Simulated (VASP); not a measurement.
**InP: single point with r2SCAN**

InP:

```
In P
1.0
     0.00000    3.01175    3.01175
     3.01175    0.00000    3.01175
     3.01175    3.01175    0.00000
In P
1 1
Direct
  0.00000 0.00000 0.00000
  0.25000 0.25000 0.25000
```

This cell differs from its parent crystal: volume changed by +6%.

- Program: VASP 6.6.1
- Task: single point
- Functional: r2SCAN
- Potentials or basis: VASP PAW PBE potentials, release 64 (In_d, P)
- Cutoff: 520 eV
- k mesh: 6 × 6 × 6
- Occupations: gaussian, width 0.01 eV
- Spin: no spin polarisation
- Dipole correction: no
- Further INCAR settings: ALGO = Normal; EDIFF = 1e-06; NBANDS = 16

The pressure is -3.6 GPa and the band gap on the k mesh is 0.69 eV, direct.

Levels at points of the mesh, in eV from the valence-band top:
```csv
k point,band 6,band 7,band 8,band 9,band 10,band 11,band 12,band 13
"(0.00, 0.00, 0.00)",-11.45,0.00,0.00,0.00,0.69,4.42,4.42,4.42
"(0.50, 0.00, 0.00)",-9.91,-5.46,-0.89,-0.89,1.64,5.14,5.14,7.34
"(0.50, 0.50, 0.00)",-9.33,-5.53,-2.14,-2.14,2.13,2.52,9.34,9.73
```

Run time: 56 s on 1 thread of AMD EPYC 7R13 Processor (Zen 3), with other jobs on the host, peak memory 0.16 GiB.

Caveat: the PAW data sets were made with another functional, which shifts forces and pressure a little; spin-orbit coupling is left out, which moves the levels of the heavy elements.
